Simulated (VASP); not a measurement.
A run of VASP 6.6.1:

INCAR

```
SYSTEM = Pd
AGGAC    = 1.0          
AGGAX    = 1.0          
ALDAC    = 0.0          
ALDAX    = 1.0          
ALGO     = Normal         ! electronic algorithm
EDIFF    = 1E-6           ! SCF threshold, eV
ENCUT    = 520            ! plane-wave cutoff, eV
GGA      = B5             ! functional
ISIF     = 2              ! what is computed and relaxed
ISMEAR   = -1             ! smearing method
LASPH    = .TRUE.         ! aspherical terms in the spheres
LCHARG   = .TRUE.         ! write CHGCAR
LELF     = .TRUE.         ! ELF
LREAL    = .FALSE.        ! projectors in reciprocal space
LVHAR    = .TRUE.       
LWAVE    = .FALSE.        ! write WAVECAR
NBANDS   = 17             ! bands
NELM     = 60             ! most SCF steps
PREC     = Accurate       ! precision mode
SIGMA    = 0.1            ! smearing width, eV
```

Contents of KPOINTS:

```
k-points
0
G
  10 10 10
  0 0 0
```

The input POSCAR:

```
Pd
1.0
    0.0000000000      2.9669347856      2.9669347856
    2.9669347856      0.0000000000      2.9669347856
    2.9669347856      2.9669347856      0.0000000000
Pd
2
Direct
    0.1250000000      0.1250000000      0.1250000000
    0.8750000000      0.8750000000      0.8750000000
```

Potentials or basis: VASP PAW PBE potentials, release 64 (Pd).

Run with:

```sh
$ cat potpaw_PBE.64/Pd/POTCAR > POTCAR
$ mpirun -np 1 vasp_std > vasp.out
```

Hardware: 1 thread of AMD EPYC 9R45 96-Core Processor (Zen 5), with other jobs on the host.

How long does it take, and how much memory?

It took 26 s on 1 thread of AMD EPYC 9R45 96-Core Processor (Zen 5), with other jobs on the host, peak memory 0.16 GiB. Counts: scf iterations 11, k points 47.
